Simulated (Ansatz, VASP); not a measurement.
**One calculation of Al, two programs**

File INCAR:

```
SYSTEM = Al
PREC = Accurate ; ENCUT = 520
EDIFF = 1E-8 ; ISMEAR = -1
SIGMA = 0.05 ; LREAL = .False.
LASPH = .True. ; NELM = 60
ALGO = Normal ; ISIF = 2
LWAVE = .False. ; LCHARG = .False.
GGA = PS ; LEFG = .True.
NBANDS = 8
```

KPOINTS

```
regular mesh
0
Gamma
  14 14 14
  0 0 0
```

Contents of POSCAR:

```
Al
1.0
    0.0000000000      2.0103958323      2.0103958323
    2.0103958323      0.0000000000      2.0103958323
    2.0103958323      2.0103958323      0.0000000000
Al
1
Direct
    0.0000000000      0.0000000000      0.0000000000
```

Input for Ansatz:

```yaml
crystal:
  lattice:
    - [0.0, 2.0103958323, 2.0103958323]
    - [2.0103958323, 0.0, 2.0103958323]
    - [2.0103958323, 2.0103958323, 0.0]
  atoms:
    - { symbol: Al, position: [0.0, 0.0, 0.0] }
kpoints:
  mp_grid: { grid: [14, 14, 14] }
scf:
  occupations: { method: fermi_dirac, width: 0.05 }
hamiltonian:
  xc: pbesol
  pseudopotentials: { kind: all_electron, datasets: crystal }
output:
  forces: true
  stress: true
  eigenvalues: true
  efg: { contact_densities: true }
```

Change from the starting cell: volume scaled by 0.98, crystal datasets.

Alike in both runs: task electric field gradients; functional PBEsol; k mesh 14 × 14 × 14; occupations fermi-dirac, width 0.05 eV; no spin polarisation.

|  | VASP | Ansatz |
| --- | --- | --- |
| version | VASP 6.6.1 | Ansatz 0.2.0 |
| potentials or method | VASP PAW PBE potentials, release 64 (Al), cutoff 520 eV | all-electron PAW with datasets made for the crystal, scalar-relativistic |

|  | VASP | Ansatz | Ansatz less VASP |
| --- | --- | --- | --- |
| pressure (GPa) | -0.5 | -0.6 | -0.06 |

VASP's potentials were made for PBE, not for PBEsol. Ansatz ran all-electron here, and VASP with PAW potentials.
